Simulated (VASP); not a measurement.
# PtN2Cl6 (Fm-3m) in VASP: a series of runs

Runs on PtN2Cl6. Level: PBEsol. Tasks: single point.

Everything below comes from runs of VASP 6.6.1. Logs are shortened: lines on timing, memory, paths and dates and some standing lists are left out, and cuts for length are marked.

### 1 The cell of the first run

It takes space group Fm-3m (No. 225, cubic). The conventional cell has a = 9.624 Å, b = 9.624 Å, c = 9.624 Å, α = 90.00°, β = 90.00°, γ = 90.00°. Within 3.1 Å of Pt (site symmetry m-3m) lie 6 Cl at 2.32 Å. Within 4.5 Å of N (site symmetry -43m) lie 12 Cl at 3.40 Å and 4 Pt at 4.17 Å. Within 3.1 Å of Cl (site symmetry 4mm) lie 1 Pt at 2.32 Å.

### 2 Single point, PBEsol

Input file INCAR:

```
PREC = Accurate
ENCUT = 520
EDIFF = 1E-7
ISMEAR = 0
SIGMA = 0.15
LREAL = False
LASPH = True
NELM = 80
ALGO = Normal
ISIF = 2
LWAVE = False
LCHARG = True
GGA = PS
LELF = True
LVHAR = True
NBANDS = 41
```

Input file KPOINTS:

```
regular mesh
0
Gamma
  5 5 5
```

Input file POSCAR:

```
PtN2Cl6
1.0
    6.8050560000      0.0000000000      0.0000000000
    3.4025280000      5.8933513702      0.0000000000
    3.4025280000      1.9644504567      5.5563049570
Pt N Cl
1 2 6
Direct
    0.0000000000      0.0000000000      0.0000000000
    0.7500000000      0.7500000000      0.7500000000
    0.2500000000      0.2500000000      0.2500000000
    0.7594300000      0.7594300000      0.2405700000
    0.2405700000      0.7594300000      0.2405700000
    0.7594300000      0.2405700000      0.2405700000
    0.2405700000      0.2405700000      0.7594300000
    0.7594300000      0.2405700000      0.7594300000
    0.2405700000      0.7594300000      0.7594300000
```

Potentials or basis: VASP PAW PBE potentials, release 64 (Pt, N, Cl).

On the command line:

```
$ cat potpaw_PBE.64/Pt/POTCAR potpaw_PBE.64/N/POTCAR potpaw_PBE.64/Cl/POTCAR > POTCAR
$ mpirun -np 1 vasp_std > vasp.out
```

OUTCAR:

```text
PREC = Accurate
   ENCUT = 520
   EDIFF = 1E-7
   ISMEAR = 0
   LREAL = False
   LASPH = True
   NELM = 80
   ISIF = 2
   GGA = PS

 ion  position               nearest neighbor table
   1  0.000  0.000  0.000-   6 2.32   9 2.32   4 2.32   7 2.32   8 2.32   5 2.32
   2  0.750  0.750  0.750-
   3  0.250  0.250  0.250-
   4  0.759  0.759  0.241-   1 2.32
   5  0.241  0.759  0.241-   1 2.32
   6  0.759  0.241  0.241-   1 2.32
   7  0.241  0.241  0.759-   1 2.32
   8  0.759  0.241  0.759-   1 2.32
   9  0.241  0.759  0.759-   1 2.32

  LATTYP: Found a face centered cubic cell.
 ALAT       =     9.6238024879

  Lattice vectors:

 A1 = (   6.8050560000,   0.0000000000,   0.0000000000)
 A2 = (   3.4025280000,   5.8933513702,   0.0000000000)
 A3 = (   3.4025280000,   1.9644504567,   5.5563049570)

Analysis of symmetry for initial positions (statically):
=====================================================================
 Subroutine PRICEL returns:
 Original cell was already a primitive cell.

 Routine SETGRP: Setting up the symmetry group for a
 face centered cubic supercell.

 Subroutine GETGRP returns: Found 48 space group operations
 (whereof 48 operations were pure point group operations)
 out of a pool of 48 trial point group operations.

The static configuration has the point symmetry O_h .

Analysis of symmetry for dynamics (positions and initial velocities):
=====================================================================
 Subroutine PRICEL returns:
 Original cell was already a primitive cell.

 Routine SETGRP: Setting up the symmetry group for a
 face centered cubic supercell.

 Subroutine GETGRP returns: Found 48 space group operations
 (whereof 48 operations were pure point group operations)
 out of a pool of 48 trial point group operations.

The dynamic configuration has the point symmetry O_h .

 Subroutine INISYM returns: Found 48 space group operations
 (whereof 48 operations are pure point group operations),
 and found     1 'primitive' translations

----------------------------------------------------------------------------------------

                                     Primitive cell

  volume of cell :     222.8333

  direct lattice vectors                    reciprocal lattice vectors
     6.805056000  0.000000000  0.000000000     0.146949562 -0.084841369 -0.059991908
     3.402528000  5.893351370  0.000000000     0.000000000  0.169682739 -0.059991908
     3.402528000  1.964450457  5.556304957     0.000000000  0.000000000  0.179975723

  length of vectors
     6.805056000  6.805056000  6.805056000     0.179975723  0.179975723  0.179975723

  position of ions in fractional coordinates (direct lattice)
     0.000000000  0.000000000  0.000000000
     0.750000000  0.750000000  0.750000000
     0.250000000  0.250000000  0.250000000
     0.759430000  0.759430000  0.240570000
     0.240570000  0.759430000  0.240570000
     0.759430000  0.240570000  0.240570000
     0.240570000  0.240570000  0.759430000
     0.759430000  0.240570000  0.759430000
     0.240570000  0.759430000  0.759430000

  ion indices of the primitive-cell ions
   primitive index   ion index
                 1           1
                 2           2
                 3           3
                 4           4
                 5           5
                 6           6
                 7           7
                 8           8
                 9           9

----------------------------------------------------------------------------------------

 KPOINTS: regular mesh

Automatic generation of k-mesh.
 Grid dimensions read from file:
 generate k-points for:    5    5    5

 Generating k-lattice:

  Cartesian coordinates                     Fractional coordinates (reciprocal lattice)
     0.029389912 -0.016968274 -0.011998382     0.200000000  0.000000000 -0.000000000
     0.000000000  0.033936548 -0.011998382     0.000000000  0.200000000 -0.000000000
     0.000000000  0.000000000  0.035995145     0.000000000  0.000000000  0.200000000

  Length of vectors
     0.035995145  0.035995145  0.035995145

  Shift w.r.t. Gamma in fractional coordinates (k-lattice)
     0.000000000  0.000000000  0.000000000

 Subroutine IBZKPT returns following result:
 ===========================================

 Found     10 irreducible k-points:

 Following reciprocal coordinates:
            Coordinates               Weight
  0.000000  0.000000  0.000000      1.000000
  0.200000 -0.000000  0.000000      8.000000
  0.400000 -0.000000 -0.000000      8.000000
  0.200000  0.200000  0.000000      6.000000
  0.400000  0.200000 -0.000000     24.000000
 -0.400000  0.200000  0.000000     24.000000
 -0.200000  0.200000  0.000000     12.000000
  0.400000  0.400000  0.000000      6.000000
 -0.400000  0.400000  0.000000     12.000000
 -0.400000  0.400000  0.200000     24.000000
   k-points           NKPTS =     10   k-points in BZ     NKDIM =     10   number of bands    NBANDS=     41
   number of dos      NEDOS =    301   number of ions     NIONS =      9
   total plane-waves  NPLWV = 157464
   dimension x,y,z NGX =    54 NGY =   54 NGZ =   54
   dimension x,y,z NGXF=   108 NGYF=  108 NGZF=  108
   ions per type =               1   2   6
   NGX,Y,Z   is equivalent  to a cutoff of  13.19, 13.19, 13.19 a.u.
   NGXF,Y,Z  is equivalent  to a cutoff of  26.38, 26.38, 26.38 a.u.
 SYSTEM =  unknown system
   PREC   = accura    normal or accurate (medium, high low for compatibility)
   ISTART =      0    job   : 0-new  1-cont  2-samecut
   ICHARG =      2    charge: 1-file 2-atom 10-const
   ISPIN  =      1    spin polarized calculation?
   LNONCOLLINEAR =      F non collinear calculations
   LSORBIT =      F    spin-orbit coupling
   LASPH  =      T    aspherical Exc in radial PAW
   ENCUT  =  520.0 eV  38.22 Ry    6.18 a.u.  12.65 12.65 12.65*2*pi/ulx,y,z
   NELM   =     80;   NELMIN=  2; NELMDL= -5     # of ELM steps
   EDIFF  = 0.1E-06   stopping-criterion for ELM
   LREAL  =      F    real-space projection
   EDIFFG = 0.1E-05   stopping-criterion for IOM
   NSW    =      0    number of steps for IOM
   IBRION =     -1    ionic relax: 0-MD 1-quasi-New 2-CG
   NFREE  =      0    steps in history (QN), initial steepest desc. (CG)
   ISIF   =      2    stress and relaxation
   ISYM   =      2    0-nonsym 1-usesym 2-fastsym
   POTIM  = 0.5000    time-step for ionic-motion
   TEBEG  =    0.0;   TEEND  =   0.0 temperature during run
   PSTRESS=    0.0 pullay stress
   NELECT =      62.0000    total number of electrons
   NUPDOWN=      -1.0000    fix difference up-down
   EMIN   =  10.00;   EMAX   =-10.00  energy-range for DOS
   EFERMI =   0.00;   METHOD = LEGACY
   ISMEAR =     0;   SIGMA  =   0.15  broadening in eV -4-tet -1-fermi 0-gaus
   EFERMI_NEDOS =   21; number of points for ismear=-14 and -15
   IALGO  =     38    algorithm
   IMIX   =      4    mixing-type and parameters
     AMIX     =   0.40;   BMIX     =  1.00
     AMIX_MAG =   1.60;   BMIX_MAG =  1.00
  volume/ion in A,a.u.               =      24.76       167.08
  Fermi-wavevector in a.u.,A,eV,Ry     =   1.068756  2.019657 15.541119  1.142240
  Thomas-Fermi vector in A             =   2.204414
   LORBIT       =      0    0 simple, 1 ext, 2 COOP (PROOUT), +10 PAW based schemes
   GGA     = PS    functional components
   LHFCALC =     F    Hartree Fock is set to
   AEXX    =    0.0000 exact exchange contribution
   IVDW    =     0    specifies the selected vdW correction
   LEPSILON=     F    determine dielectric tensor
   LRPA    =     F    only Hartree local field effects (RPA)
 non-spin polarized calculation
 Gauss-broadening in eV      SIGMA  =   0.15
  energy-cutoff  :      520.00
  volume of cell :      222.83
 maximum number of plane-waves:      6030
 NGX is ok and might be reduce to    54
   NGX = 25   NGY = 25   NGZ = 25

 number of electron      61.9999989 magnetization

 Free energy of the ion-electron system (eV)
  ---------------------------------------------------
  ext. energy  EPLUGINS =         0.00000000
  ---------------------------------------------------
  free energy    TOTEN  =       -22.85641599 eV

  energy without entropy =      -22.66210386  energy(sigma->0) =      -22.75925993

 E-fermi :  -0.1413     XC(G=0):  -8.5719

 val. band max:       -0.1966694233   @ k =   0.4000   0.2000  -0.0000
 cond. band min:      -0.1354655460   @ k =   0.2000   0.2000   0.0000
 fundamental gap:      0.0612038773
 Fermi energy:        -0.1412760897

 k-point     1 :       0.0000    0.0000    0.0000
  band No.  band energies     occupation
      1     -15.0460      2.00000
      2     -14.0484      2.00000
      3     -14.0484      2.00000
      4     -14.0309      2.00000
      5     -14.0309      2.00000
      6     -14.0309      2.00000
[... 33 lines left out ...]
     40       8.4491      0.00000
     41       8.4491      0.00000

 k-point     2 :       0.2000   -0.0000    0.0000
  band No.  band energies     occupation
      1     -14.9972      2.00000
      2     -14.0972      2.00000
      3     -14.0907      2.00000
      4     -14.0907      2.00000
      5     -13.9886      2.00000
      6     -13.9886      2.00000
[... 33 lines left out ...]
     40       8.4232      0.00000
     41       8.8362      0.00000

 k-point     3 :       0.4000   -0.0000   -0.0000
  band No.  band energies     occupation
      1     -14.8994      2.00000
      2     -14.2232      2.00000
      3     -14.1215      2.00000
      4     -14.1215      2.00000
      5     -13.9578      2.00000
      6     -13.9578      2.00000
[... 33 lines left out ...]
     40       8.5939      0.00000
     41       9.2958      0.00000

 k-point     4 :       0.2000    0.2000    0.0000
  band No.  band energies     occupation
      1     -14.9818      2.00000
      2     -14.1506      2.00000
      3     -14.0455      2.00000
      4     -14.0366      2.00000
      5     -14.0366      2.00000
      6     -14.0082      2.00000
[... 33 lines left out ...]
     40       8.8296      0.00000
     41       8.8351      0.00000

 k-point     5 :       0.4000    0.2000   -0.0000
  band No.  band energies     occupation
      1     -14.8994      2.00000
      2     -14.2210      2.00000
      3     -14.0920      2.00000
      4     -14.0920      2.00000
      5     -13.9910      2.00000
      6     -13.9891      2.00000
[... 33 lines left out ...]
     40       8.7387      0.00000
     41       9.4591      0.00000

 k-point     6 :      -0.4000    0.2000    0.0000
  band No.  band energies     occupation
      1     -14.8585      2.00000
      2     -14.2635      2.00000
      3     -14.1223      2.00000
      4     -14.0937      2.00000
      5     -13.9976      2.00000
      6     -13.9585      2.00000
[... 33 lines left out ...]
     40       9.1173      0.00000
     41       9.4438      0.00000

 k-point     7 :      -0.2000    0.2000    0.0000
  band No.  band energies     occupation
      1     -14.9305      2.00000
      2     -14.1900      2.00000
      3     -14.1214      2.00000
      4     -14.0443      2.00000
      5     -14.0313      2.00000
      6     -13.9571      2.00000
[... 33 lines left out ...]
     40       8.6183      0.00000
     41       9.1715      0.00000

 k-point     8 :       0.4000    0.4000    0.0000
  band No.  band energies     occupation
      1     -14.8586      2.00000
      2     -14.2434      2.00000
      3     -14.0644      2.00000
      4     -14.0457      2.00000
      5     -14.0457      2.00000
      6     -14.0409      2.00000
[... 33 lines left out ...]
     40       9.4699      0.00000
     41       9.5680      0.00000

 k-point     9 :      -0.4000    0.4000    0.0000
  band No.  band energies     occupation
      1     -14.8306      2.00000
      2     -14.2710      2.00000
      3     -14.0932      2.00000
      4     -14.0740      2.00000
      5     -14.0440      2.00000
      6     -13.9920      2.00000
[... 33 lines left out ...]
     40       9.3440      0.00000
     41       9.7064      0.00000

 k-point    10 :      -0.4000    0.4000    0.2000
  band No.  band energies     occupation
      1     -14.8417      2.00000
      2     -14.2696      2.00000
      3     -14.1073      2.00000
      4     -14.0566      2.00000
      5     -14.0509      2.00000
      6     -13.9747      2.00000
[... 33 lines left out ...]
     40       9.2025      0.00000
     41       9.8365      0.00000

------------------------ aborting loop because EDIFF is reached ----------------------------------------

  FORCE on cell =-STRESS in cart. coord.  units (eV):
  Direction    XX          YY          ZZ          XY          YZ          ZX
  --------------------------------------------------------------------------------------
  -------------------------------------------------------------------------------------
  Total       -6.6742325     -6.6742325     -6.6742325      0.0000000      0.0000000     -0.0000000
  in kB      -47.9879064    -47.9879064    -47.9879064      0.0000000      0.0000000     -0.0000000
  external PRESSURE =     -47.9879064 kB  Pullay stress =       0.0000000 kB

 VOLUME and BASIS-vectors are now :
 -----------------------------------------------------------------------------
  energy-cutoff  :      520.00
  volume of cell :      222.83
      direct lattice vectors                 reciprocal lattice vectors
     6.805056000  0.000000000  0.000000000     0.146949562 -0.084841369 -0.059991908
     3.402528000  5.893351370  0.000000000     0.000000000  0.169682739 -0.059991908
     3.402528000  1.964450457  5.556304957     0.000000000  0.000000000  0.179975723

 POSITION                                       TOTAL-FORCE (eV/Angst)
 -----------------------------------------------------------------------------------
      0.00000      0.00000      0.00000         0.000000      0.000000     -0.000000
     10.20758      5.89335      4.16723         0.000000      0.000000     -0.000000
      3.40253      1.96445      1.38908         0.000000      0.000000     -0.000000
      8.57049      4.94818      1.33668         0.283576      0.163723     -0.231539
      5.03962      4.94818      1.33668        -0.283576      0.163723     -0.231539
      6.80506      1.89035      1.33668         0.000000     -0.327445     -0.231539
      5.03962      2.90963      4.21962        -0.283576     -0.163723      0.231539
      8.57049      2.90963      4.21962         0.283576     -0.163723      0.231539
      6.80506      5.96745      4.21962         0.000000      0.327445      0.231539
 -----------------------------------------------------------------------------------
    total drift:                               -0.000000     -0.000000     -0.000000

  FREE ENERGIE OF THE ION-ELECTRON SYSTEM (eV)
  ---------------------------------------------------
  free  energy   TOTEN  =       -22.8564159939 eV

  energy  without entropy=      -22.6621038638  energy(sigma->0) =      -22.75925993
```

Run time: 2.3 min. Hardware: 1 thread of Intel Xeon 6975P-C (Granite Rapids), shared host; peak memory 0.43 GiB.

Results:

```
Free energy            : -22.8564 eV
Pressure               : -4.8 GPa
Largest force          : 0.401 eV/Å
Band gap on the k mesh : zero (band 31 reaches 0.07 eV, above the bottom of band 32 at -0.11 eV)
```

Forces on the atoms (eV/Å):
```
Pt   0.000  0.000  0.000
N    0.000  0.000  0.000
N    0.000  0.000  0.000
Cl   0.284  0.164 -0.232
Cl  -0.284  0.164 -0.232
Cl   0.000 -0.327 -0.232
Cl  -0.284 -0.164  0.232
Cl   0.284 -0.164  0.232
Cl   0.000  0.327  0.232
```

Caveat: the PAW data sets were made with another functional, which shifts forces and pressure a little; spin-orbit coupling is left out, which moves the levels of the heavy elements.

### 3 Single point, PBEsol

Input file INCAR:

```
SYSTEM = PtN2Cl6
PREC = Accurate
ENCUT = 520
EDIFF = 1E-7
ISMEAR = 0
SIGMA = 0.15
LREAL = .FALSE.
LASPH = .TRUE.
NELM = 100
ALGO = Normal
ISIF = 2
LWAVE = .FALSE.
LCHARG = .TRUE.
GGA = PS
LELF = .TRUE.
LVHAR = .TRUE.
NBANDS = 41
```

Input file KPOINTS:

```
Automatic mesh
0
G
  5 5 5
  0 0 0
```

POSCAR is that of step 2.

Potentials or basis: VASP PAW PBE potentials, release 64 (Pt, N, Cl).

On the command line:

```
$ cat potpaw_PBE.64/Pt/POTCAR potpaw_PBE.64/N/POTCAR potpaw_PBE.64/Cl/POTCAR > POTCAR
$ mpirun -np 1 vasp_std > vasp.out
```

Run time: 2.6 min. Hardware: 1 thread of Intel Xeon 6975P-C (Granite Rapids), shared host; peak memory 0.42 GiB.

Results (log left out):

```
Free energy            : -22.8564 eV
Pressure               : -4.8 GPa
Largest force          : 0.401 eV/Å
Band gap on the k mesh : zero (band 31 reaches 0.07 eV, above the bottom of band 32 at -0.11 eV)
```

Forces in eV/Å, atoms in the order of the input:
```
Pt   0.000  0.000  0.000
N    0.000  0.000  0.000
N    0.000  0.000  0.000
Cl   0.284  0.164 -0.232
Cl  -0.284  0.164 -0.232
Cl   0.000 -0.327 -0.232
Cl  -0.284 -0.164  0.232
Cl   0.284 -0.164  0.232
Cl   0.000  0.327  0.232
```

Levels at points of the mesh, in eV from the Fermi level:
```csv
k point,band 28,band 29,band 30,band 31,band 32,band 33,band 34,band 35
"(0.00, 0.00, 0.00)",-0.36,-0.36,0.21,0.21,0.21,0.38,0.38,0.38
```

Caveat: the PAW data sets were made with another functional, which shifts forces and pressure a little; spin-orbit coupling is left out, which moves the levels of the heavy elements.
